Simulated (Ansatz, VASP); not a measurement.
# MoH3 in VASP and in Ansatz

```
H Mo
1.0
     2.90695    0.00000    0.00000
     0.00000    2.90695    0.00000
     0.00000    0.00000    2.90695
H Mo
3 1
Direct
  0.00000 0.50000 0.50000
  0.50000 0.00000 0.50000
  0.50000 0.50000 0.00000
  0.00000 0.00000 0.00000
```

Change from the starting cell: species swapped into the Gd3Ga type (Pm-3m, No. 221).

Alike in both runs: functional PBE; k mesh 6 × 6 × 6; occupations gaussian, width 0.1 eV; no spin polarisation.

Ansatz relaxed the structure, and its values are those at the end. VASP's run is a single point on that final structure, the one shown.

|  | VASP | Ansatz |
| --- | --- | --- |
| version | VASP 6.6.1 | Ansatz 0.2.0 |
| potentials or method | VASP PAW PBE potentials, release 64 (H, Mo_sv), cutoff 520 eV | scalar-relativistic, plane waves, PAW |
| valence electrons in the cell | 17 | 17 |

|  | VASP | Ansatz | Ansatz less VASP |
| --- | --- | --- | --- |
| gap on the k mesh at the Fermi level (eV) | none | none | - |
| pressure (GPa) | 0.0 | -0.1 | -0.06 |

A gap of «none» marks a metal or a gap that the smearing closes.

The k mesh is coarse, so the values compare programs but aren't converged.
